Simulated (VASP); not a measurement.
# Mg3CdS4 (Pm-3m) in VASP: relaxation of cell and atoms with PBE

Aim: the relaxation of cell and atoms of Mg3CdS4 with PBE.

Everything below comes from runs of VASP 6.6.1. Logs are shortened: lines on timing, memory, paths and dates and some standing lists are left out, and cuts for length are marked.

## Step 1: The cell of the first run

It takes space group Pm-3m (No. 221, cubic). The conventional cell has a = 5.313 Å, b = 5.313 Å, c = 5.313 Å, α = 90.00°, β = 90.00°, γ = 90.00°. Within 3.5 Å of Mg (site symmetry 4/mmm) lie 6 S at 2.66 Å. Cd (site symmetry m-3m) has 6 S at 2.66 Å within 3.5 Å. S (site symmetry 4/mmm) has 4 Mg at 2.66 Å and 2 Cd at 2.66 Å within 3.5 Å. S (site symmetry m-3m) has 6 Mg at 2.66 Å within 3.5 Å.

## Step 2: Relaxation of cell and atoms, PBE

The input, INCAR:

```
PREC = Accurate ; ENCUT = 600
EDIFF = 1E-7 ; ISMEAR = 0
SIGMA = 0.02 ; LREAL = F
LASPH = T ; NELM = 80
ALGO = Normal ; ISIF = 3
LWAVE = F ; LCHARG = F
GGA = PE ; IBRION = 2
NSW = 100 ; EDIFFG = -0.01
```

The input, KPOINTS:

```
Automatic mesh
0
Gamma
  8 8 8
```

The input, POSCAR:

```
Mg3CdS4
1.0
    5.3134949000      0.0000000000      0.0000000000
    0.0000000000      5.3134949000      0.0000000000
    0.0000000000      0.0000000000      5.3134949000
Mg Cd S
3 1 4
Direct
    0.5000000000      0.0000000000      0.5000000000
    0.5000000000      0.5000000000      0.0000000000
    0.0000000000      0.5000000000      0.5000000000
    0.0000000000      0.0000000000      0.0000000000
    0.0000000000      0.5000000000      0.0000000000
    0.5000000000      0.5000000000      0.5000000000
    0.0000000000      0.0000000000      0.5000000000
    0.5000000000      0.0000000000      0.0000000000
```

Potentials or basis: VASP PAW PBE potentials, release 64 (Mg, Cd, S).

Command:

```sh
$ cat potpaw_PBE.64/Mg/POTCAR potpaw_PBE.64/Cd/POTCAR potpaw_PBE.64/S/POTCAR > POTCAR
$ mpirun -np 1 vasp_std > vasp.out
```

OUTCAR:

```text
PREC = Accurate
   ENCUT = 600
   EDIFF = 1E-7
   ISMEAR = 0
   LREAL = F
   LASPH = T
   NELM = 80
   ISIF = 3
   GGA = PE
   IBRION = 2
   NSW = 100
   EDIFFG = -0.01

 ion  position               nearest neighbor table
   1  0.500  0.000  0.500-   6 2.66   7 2.66   8 2.66   8 2.66   6 2.66   7 2.66
   2  0.500  0.500  0.000-   5 2.66   6 2.66   8 2.66   6 2.66   8 2.66   5 2.66
   3  0.000  0.500  0.500-   5 2.66   6 2.66   7 2.66   5 2.66   7 2.66   6 2.66
   4  0.000  0.000  0.000-   5 2.66   7 2.66   8 2.66   7 2.66   5 2.66   8 2.66
   5  0.000  0.500  0.000-   2 2.66   3 2.66   4 2.66   3 2.66   4 2.66   2 2.66
   6  0.500  0.500  0.500-   1 2.66   2 2.66   3 2.66   2 2.66   1 2.66   3 2.66
   7  0.000  0.000  0.500-   1 2.66   3 2.66   4 2.66   4 2.66   3 2.66   1 2.66
   8  0.500  0.000  0.000-   1 2.66   2 2.66   4 2.66   1 2.66   2 2.66   4 2.66

  LATTYP: Found a simple cubic cell.
 ALAT       =     5.3134949000

  Lattice vectors:

 A1 = (   5.3134949000,   0.0000000000,   0.0000000000)
 A2 = (   0.0000000000,   5.3134949000,   0.0000000000)
 A3 = (   0.0000000000,   0.0000000000,   5.3134949000)

Analysis of symmetry for initial positions (statically):
=====================================================================
 Subroutine PRICEL returns:
 Original cell was already a primitive cell.

 Routine SETGRP: Setting up the symmetry group for a
 simple cubic supercell.

 Subroutine GETGRP returns: Found 48 space group operations
 (whereof 48 operations were pure point group operations)
 out of a pool of 48 trial point group operations.

The static configuration has the point symmetry O_h .

Analysis of symmetry for dynamics (positions and initial velocities):
=====================================================================
 Subroutine PRICEL returns:
 Original cell was already a primitive cell.

 Routine SETGRP: Setting up the symmetry group for a
 simple cubic supercell.

 Subroutine GETGRP returns: Found 48 space group operations
 (whereof 48 operations were pure point group operations)
 out of a pool of 48 trial point group operations.

The dynamic configuration has the point symmetry O_h .

 Subroutine INISYM returns: Found 48 space group operations
 (whereof 48 operations are pure point group operations),
 and found     1 'primitive' translations

----------------------------------------------------------------------------------------

                                     Primitive cell

  volume of cell :     150.0171

  direct lattice vectors                    reciprocal lattice vectors
     5.313494900  0.000000000  0.000000000     0.188200049  0.000000000  0.000000000
     0.000000000  5.313494900  0.000000000     0.000000000  0.188200049  0.000000000
     0.000000000  0.000000000  5.313494900     0.000000000  0.000000000  0.188200049

  length of vectors
     5.313494900  5.313494900  5.313494900     0.188200049  0.188200049  0.188200049

  position of ions in fractional coordinates (direct lattice)
     0.500000000  0.000000000  0.500000000
     0.500000000  0.500000000  0.000000000
     0.000000000  0.500000000  0.500000000
     0.000000000  0.000000000  0.000000000
     0.000000000  0.500000000  0.000000000
     0.500000000  0.500000000  0.500000000
     0.000000000  0.000000000  0.500000000
     0.500000000  0.000000000  0.000000000

  ion indices of the primitive-cell ions
   primitive index   ion index
                 1           1
                 2           2
                 3           3
                 4           4
                 5           5
                 6           6
                 7           7
                 8           8

----------------------------------------------------------------------------------------

 KPOINTS: Automatic mesh

Automatic generation of k-mesh.
 Grid dimensions read from file:
 generate k-points for:    8    8    8

 Generating k-lattice:

  Cartesian coordinates                     Fractional coordinates (reciprocal lattice)
     0.023525006  0.000000000  0.000000000     0.125000000  0.000000000  0.000000000
     0.000000000  0.023525006  0.000000000     0.000000000  0.125000000  0.000000000
     0.000000000  0.000000000  0.023525006     0.000000000  0.000000000  0.125000000

  Length of vectors
     0.023525006  0.023525006  0.023525006

  Shift w.r.t. Gamma in fractional coordinates (k-lattice)
     0.000000000  0.000000000  0.000000000

 Subroutine IBZKPT returns following result:
 ===========================================

 Found     35 irreducible k-points:

 Following reciprocal coordinates:
            Coordinates               Weight
  0.000000  0.000000  0.000000      1.000000
  0.125000  0.000000  0.000000      6.000000
  0.250000  0.000000  0.000000      6.000000
  0.375000  0.000000  0.000000      6.000000
  0.500000  0.000000  0.000000      3.000000
  0.125000  0.125000  0.000000     12.000000
[... 16 lines left out ...]
  0.375000  0.375000  0.125000     24.000000
  0.500000  0.375000  0.125000     24.000000
 [... further k-points ...]
   k-points           NKPTS =     35   k-points in BZ     NKDIM =     35   number of bands    NBANDS=     26
   number of dos      NEDOS =    301   number of ions     NIONS =      8
   total plane-waves  NPLWV =  74088
   dimension x,y,z NGX =    42 NGY =   42 NGZ =   42
   dimension x,y,z NGXF=    84 NGYF=   84 NGZF=   84
   ions per type =               3   1   4
   NGX,Y,Z   is equivalent  to a cutoff of  13.14, 13.14, 13.14 a.u.
   NGXF,Y,Z  is equivalent  to a cutoff of  26.28, 26.28, 26.28 a.u.
 SYSTEM =  unknown system
   PREC   = accura    normal or accurate (medium, high low for compatibility)
   ISTART =      0    job   : 0-new  1-cont  2-samecut
   ICHARG =      2    charge: 1-file 2-atom 10-const
   ISPIN  =      1    spin polarized calculation?
   LNONCOLLINEAR =      F non collinear calculations
   LSORBIT =      F    spin-orbit coupling
   LASPH  =      T    aspherical Exc in radial PAW
   ENCUT  =  600.0 eV  44.10 Ry    6.64 a.u.  10.61 10.61 10.61*2*pi/ulx,y,z
   NELM   =     80;   NELMIN=  2; NELMDL= -5     # of ELM steps
   EDIFF  = 0.1E-06   stopping-criterion for ELM
   LREAL  =      F    real-space projection
   EDIFFG = -.1E-01   stopping-criterion for IOM
   NSW    =    100    number of steps for IOM
   IBRION =      2    ionic relax: 0-MD 1-quasi-New 2-CG
   NFREE  =      1    steps in history (QN), initial steepest desc. (CG)
   ISIF   =      3    stress and relaxation
   ISYM   =      2    0-nonsym 1-usesym 2-fastsym
   POTIM  = 0.5000    time-step for ionic-motion
   TEBEG  =    0.0;   TEEND  =   0.0 temperature during run
   PSTRESS=    0.0 pullay stress
   NELECT =      42.0000    total number of electrons
   NUPDOWN=      -1.0000    fix difference up-down
   EMIN   =  10.00;   EMAX   =-10.00  energy-range for DOS
   EFERMI =   0.00;   METHOD = LEGACY
   ISMEAR =     0;   SIGMA  =   0.02  broadening in eV -4-tet -1-fermi 0-gaus
   EFERMI_NEDOS =   21; number of points for ismear=-14 and -15
   IALGO  =     38    algorithm
   IMIX   =      4    mixing-type and parameters
     AMIX     =   0.40;   BMIX     =  1.00
     AMIX_MAG =   1.60;   BMIX_MAG =  1.00
  volume/ion in A,a.u.               =      18.75       126.55
  Fermi-wavevector in a.u.,A,eV,Ry     =   1.070971  2.023841 15.605591  1.146979
  Thomas-Fermi vector in A             =   2.206697
   LORBIT       =      0    0 simple, 1 ext, 2 COOP (PROOUT), +10 PAW based schemes
   GGA     = PE    functional components
   LHFCALC =     F    Hartree Fock is set to
   AEXX    =    0.0000 exact exchange contribution
   IVDW    =     0    specifies the selected vdW correction
   LEPSILON=     F    determine dielectric tensor
   LRPA    =     F    only Hartree local field effects (RPA)
 conjugate gradient relaxation of ions
 non-spin polarized calculation
 Gauss-broadening in eV      SIGMA  =   0.02
  energy-cutoff  :      600.00
  volume of cell :      150.02
 maximum number of plane-waves:      5056
   NGX = 21   NGY = 21   NGZ = 21

 number of electron      41.9999988 magnetization

 Free energy of the ion-electron system (eV)
  ---------------------------------------------------
  ext. energy  EPLUGINS =         0.00000000
  ---------------------------------------------------
  free energy    TOTEN  =       -31.18585801 eV

  energy without entropy =      -31.18585801  energy(sigma->0) =      -31.18585801

 E-fermi :   3.9101     XC(G=0):  -9.7832

 val. band max:        3.8096263552   @ k =   0.5000   0.5000   0.5000
 cond. band min:       4.3179352664   @ k =   0.0000   0.0000   0.0000
 fundamental gap:      0.5083089112
 Fermi energy:         3.9101026886

 k-point     1 :       0.0000    0.0000    0.0000
  band No.  band energies     occupation
      1      -9.2709      2.00000
      2      -8.0193      2.00000
      3      -8.0193      2.00000
      4      -7.7293      2.00000
      5      -3.8738      2.00000
      6      -3.8738      2.00000
[... 18 lines left out ...]
     25       6.3060      0.00000
     26       8.1611      0.00000

 k-point     2 :       0.1250    0.0000    0.0000
  band No.  band energies     occupation
      1      -9.2231      2.00000
      2      -8.0383      2.00000
      3      -8.0146      2.00000
      4      -7.7428      2.00000
      5      -3.8811      2.00000
      6      -3.8811      2.00000
[... 18 lines left out ...]
     25       6.6617      0.00000
     26       8.2270      0.00000

 k-point     3 :       0.2500    0.0000    0.0000
  band No.  band energies     occupation
      1      -9.0858      2.00000
      2      -8.1401      2.00000
      3      -8.0031      2.00000
      4      -7.7391      2.00000
      5      -3.8985      2.00000
      6      -3.8985      2.00000
[... 572 lines left out ...]
 k-point    23 :       0.3750    0.3750    0.1250
  band No.  band energies     occupation
      1      -8.5128      2.00000
      2      -8.1497      2.00000
      3      -8.1079      2.00000
      4      -7.9015      2.00000
      5      -4.2128      2.00000
      6      -3.9630      2.00000
[... 18 lines left out ...]
     25       8.6333      0.00000
     26       9.4067      0.00000

 k-point    24 :       0.5000    0.3750    0.1250
  band No.  band energies     occupation
      1      -8.3723      2.00000
      2      -8.2502      2.00000
      3      -8.0732      2.00000
      4      -7.9382      2.00000
      5      -4.2680      2.00000
      6      -3.9698      2.00000
[... 18 lines left out ...]
     25       8.9010      0.00000
     26       9.2697      0.00000

 [... further k-points ...]
[... 5 lines left out ...]
  --------------------------------------------------------------------------------------
  -------------------------------------------------------------------------------------
  Total       -0.0729073     -0.0729073     -0.0729073      0.0000000      0.0000000     -0.0000000
  in kB       -0.7786475     -0.7786475     -0.7786475      0.0000000      0.0000000     -0.0000000
  external PRESSURE =      -0.7786475 kB  Pullay stress =       0.0000000 kB

 VOLUME and BASIS-vectors are now :
 -----------------------------------------------------------------------------
  energy-cutoff  :      600.00
  volume of cell :      150.02
      direct lattice vectors                 reciprocal lattice vectors
     5.313494900  0.000000000  0.000000000     0.188200049  0.000000000  0.000000000
     0.000000000  5.313494900  0.000000000     0.000000000  0.188200049  0.000000000
     0.000000000  0.000000000  5.313494900     0.000000000  0.000000000  0.188200049

 POSITION                                       TOTAL-FORCE (eV/Angst)
 -----------------------------------------------------------------------------------
      2.65675      0.00000      2.65675         0.000000      0.000000      0.000000
      2.65675      2.65675      0.00000         0.000000      0.000000      0.000000
      0.00000      2.65675      2.65675         0.000000      0.000000      0.000000
      0.00000      0.00000      0.00000         0.000000      0.000000      0.000000
      0.00000      2.65675      0.00000         0.000000      0.000000      0.000000
      2.65675      2.65675      2.65675         0.000000      0.000000      0.000000
      0.00000      0.00000      2.65675         0.000000      0.000000      0.000000
      2.65675      0.00000      0.00000         0.000000      0.000000      0.000000
 -----------------------------------------------------------------------------------
    total drift:                               -0.000000      0.000000     -0.000000

  FREE ENERGIE OF THE ION-ELECTRON SYSTEM (eV)
  ---------------------------------------------------
  free  energy   TOTEN  =       -31.1858580105 eV

  energy  without entropy=      -31.1858580105  energy(sigma->0) =      -31.18585801

 reached required accuracy - stopping structural energy minimisation
```

Run time: 1.8 min. Hardware: 1 thread of AMD EPYC 9R45 (Zen 5), shared host; peak memory 0.33 GiB.

Results:

| Item | Value |
| --- | --- |
| Free energy | -31.1859 eV |
| Pressure after relaxing | -0.1 GPa |
| Band gap on the k mesh | 0.51 eV, indirect (least direct gap 1.21 eV) |

Final structure:
```cif
data_structure
_symmetry_space_group_name_H-M 'P 1'
_symmetry_Int_Tables_number 1
_cell_length_a 5.3135
_cell_length_b 5.3135
_cell_length_c 5.3135
_cell_angle_alpha 90.000
_cell_angle_beta 90.000
_cell_angle_gamma 90.000
_cell_volume 150.02
loop_
_atom_site_label
_atom_site_type_symbol
_atom_site_fract_x
_atom_site_fract_y
_atom_site_fract_z
_atom_site_occupancy
Mg1 Mg 0.50000 0.00000 0.50000 1
Mg2 Mg 0.50000 0.50000 0.00000 1
Mg3 Mg 0.00000 0.50000 0.50000 1
Cd1 Cd 0.00000 0.00000 0.00000 1
S1 S 0.00000 0.50000 0.00000 1
S2 S 0.50000 0.50000 0.50000 1
S3 S 0.00000 0.00000 0.50000 1
S4 S 0.50000 0.00000 0.00000 1
```

Caveat: the relaxation stopped at its first step, so nothing moved. A k mesh can miss the band edges.
